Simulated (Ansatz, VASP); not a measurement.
Ge in VASP and in Ansatz

Contents of INCAR:

```
SYSTEM = Ge
ALGO = Normal
EDIFF = 1E-7
EDIFFG = -0.02
ENCUT = 600
GGA = RP
GGA_COMPAT = .False.
IBRION = 2
ISIF = 3
ISMEAR = -5
LASPH = .True.
LCHARG = .False.
LORBIT = 11
LORBMOM = .True.
LREAL = .False.
LSORBIT = .True.
LWAVE = .False.
MAGMOM = 0 0 0 0 0 0
NELM = 150
NSW = 80
PREC = Accurate
SIGMA = 0.05
```

The input KPOINTS:

```
k-points
0
Gamma
  6 6 6
  0 0 0
```

POSCAR

```
Ge
1.0
    0.0000000000      2.8289100000      2.8289100000
    2.8289100000      0.0000000000      2.8289100000
    2.8289100000      2.8289100000      0.0000000000
Ge
2
Direct
    0.7500000000      0.7500000000      0.7500000000
    0.5000000000      0.5000000000      0.5000000000
```

Contents of input.yaml:

```yaml
crystal:
  lattice:
    - [0.0, 2.82891, 2.82891]
    - [2.82891, 0.0, 2.82891]
    - [2.82891, 2.82891, 0.0]
  atoms:
    - { symbol: Ge, position: [0.75, 0.75, 0.75] }
    - { symbol: Ge, position: [0.5, 0.5, 0.5] }
kpoints:
  mp_grid: { grid: [6, 6, 6] }
scf:
  occupations: { method: tetrahedron }
hamiltonian:
  xc: rpbe
  pseudopotentials: { kind: all_electron, lapw: { basis_error: 0.001 } }
magnetization:
  noncollinear: true
  spin_orbit: true
output:
  forces: true
  stress: true
relax:
  f_tol: 0.02
  max_steps: 60
  cell: {}
```

Alike in both runs: task relaxation of cell and atoms; functional RPBE; k mesh 6 × 6 × 6; occupations tetrahedron; non-collinear spin, spin-orbit coupling.

|  | VASP | Ansatz |
| --- | --- | --- |
| version | VASP 6.6.1 | Ansatz 0.2.0 |
| potentials or method | VASP PAW PBE potentials, release 64 (Ge_d), cutoff 600 eV | all-electron LAPW, relativistic spinors |

Ansatz gave:

| Quantity | Value |
| --- | --- |
| relaxed volume (Å³/atom) | 24.60 |
| relaxed length of the cell vector where the two differ most in proportion (Å) | 4.113 |

Q: Estimate VASP's values.

A: Relaxed volume (Å³/atom): 24.62; relaxed length of the cell vector where the two differ most in proportion (Å): 4.114.

VASP's potentials were made for PBE, not for RPBE. Ansatz ran all-electron here, and VASP with PAW potentials.

Noted on Ansatz's run: the k mesh is thin for a metal, which can move the energy by tens of meV per atom.
